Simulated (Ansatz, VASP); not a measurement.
**MgO in VASP and in Ansatz**

The input POSCAR:

```
MgO
1.0
    3.4863778627      0.0000000000      0.0000000000
   -1.7431889314      3.0192917963      0.0000000000
    0.0000000000      0.0000000000      4.1780412200
Mg O
2 2
Direct
    0.6731969657      0.3381138440      0.7534546707
    0.3398636324      0.6714471774      0.2534546707
    0.6666666667      0.3333333333      0.2500000000
    0.3333333333      0.6666666667      0.7500000000
```

Contents of INCAR.step1:

```
  ALGO = Normal
  EDIFF = 1E-4
  ENCUT = 520
  GGA = PE
  ISMEAR = 1
  LASPH = T
  LCHARG = F
  LREAL = F
  LWAVE = T
  NBANDS = 16
  NELM = 60
  PREC = Accurate
  SIGMA = 0.02
```

The input INCAR.step2:

```
  ALGO = Normal
  EDIFF = 1E-6
  ENCUT = 520
  ISIF = 2
  ISMEAR = 1
  ISTART = 1
  LASPH = T
  LCHARG = F
  LMIXTAU = T
  LREAL = F
  LWAVE = F
  METAGGA = R2SCAN
  NBANDS = 16
  NELM = 60
  PREC = Accurate
  SIGMA = 0.02
```

File KPOINTS:

```
k-points
0
Gamma
  6 6 6
```

Input for Ansatz:

```yaml
crystal:
  lattice:
    - [3.4863778627, 0.0, 0.0]
    - [-1.7431889314, 3.0192917963, 0.0]
    - [0.0, 0.0, 4.17804122]
  atoms:
    - { symbol: Mg, position: [0.6731969657, 0.338113844, 0.7534546707] }
    - { symbol: Mg, position: [0.3398636324, 0.6714471774, 0.2534546707] }
    - { symbol: O, position: [0.6666666667, 0.3333333333, 0.25] }
    - { symbol: O, position: [0.3333333333, 0.6666666667, 0.75] }
basis:
  ecutwfc: 500
kpoints:
  mp_grid: { grid: [6, 6, 6] }
hamiltonian:
  xc: r2scan
scf:
  occupations: { method: cold, width: 0.02 }
output:
  forces: true
  stress: true
  eigenvalues: true
```

Change from the starting cell: all Mg atoms moved +0.025 Å, as atom 1 along Cartesian [1 1 1].

Alike in both runs: task single point; functional r2SCAN; k mesh 6 × 6 × 6; no spin polarisation.

|  | VASP | Ansatz |
| --- | --- | --- |
| version | VASP 6.6.1 | Ansatz 0.2.0 |
| potentials or method | VASP PAW PBE potentials, release 64 (Mg, O), cutoff 520 eV | scalar-relativistic, plane waves, PAW |
| occupations | methfessel-paxton of order 1, width 0.02 eV | cold, width 0.02 eV |
| valence electrons in the cell | 16 | 32 |

Ansatz gave:

- gap on the k mesh at the Fermi level (eV): 4.10
- least direct gap on the mesh (eV): 4.10
- pressure (GPa): 0.2
- traceless stress, the component that is largest in VASP (GPa): 0.30
- rms of the force components (eV/Å): 0.115

Task: Estimate VASP's values.

Result: gap on the k mesh at the Fermi level (eV): 4.08; least direct gap on the mesh (eV): 4.08; pressure (GPa): -0.6; traceless stress, the component that is largest in VASP (GPa): 0.12; rms of the force components (eV/Å): 0.116.

VASP's potentials were made for PBE, not for r2SCAN. Atom by atom the forces differ by 0.001 eV/Å (rms over components). VASP's potentials hold 16 valence electrons a cell and Ansatz's 32, so a difference there can come from the potentials and not from the codes.
